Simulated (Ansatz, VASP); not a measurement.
## One calculation of HfRu, two programs

```
CELL_PARAMETERS angstrom
3.22500 -0.01613 -0.01613
-0.01613 3.22500 -0.01613
-0.01613 -0.01613 3.22500
ATOMIC_POSITIONS crystal
Hf 0.00000 0.00000 0.00000
Ru 0.50000 0.50000 0.50000
```

Change from the starting cell: equal xy, yz and zx shear strains of -1 %.

Alike in both runs: task single point; functional PBEsol; k mesh 11 × 11 × 11; occupations fermi-dirac, width 0.08 eV; no spin polarisation.

```csv
,VASP,Ansatz
version,VASP 6.6.1,Ansatz 0.2.0
potentials or method,"VASP PAW PBE potentials, release 64 (Hf_pv, Ru_pv), cutoff 520 eV","all-electron LAPW, scalar-relativistic"
```

|  | VASP | Ansatz | Ansatz less VASP |
| --- | --- | --- | --- |
| pressure (GPa) | -4.1 | -3.0 | +1.09 |
| traceless stress, the component that is largest in VASP (GPa) | 0.80 | 0.82 | +0.024 |

VASP's potentials were made for PBE, not for PBEsol. Ansatz ran all-electron here, and VASP with PAW potentials.

Spin-orbit coupling is off throughout.
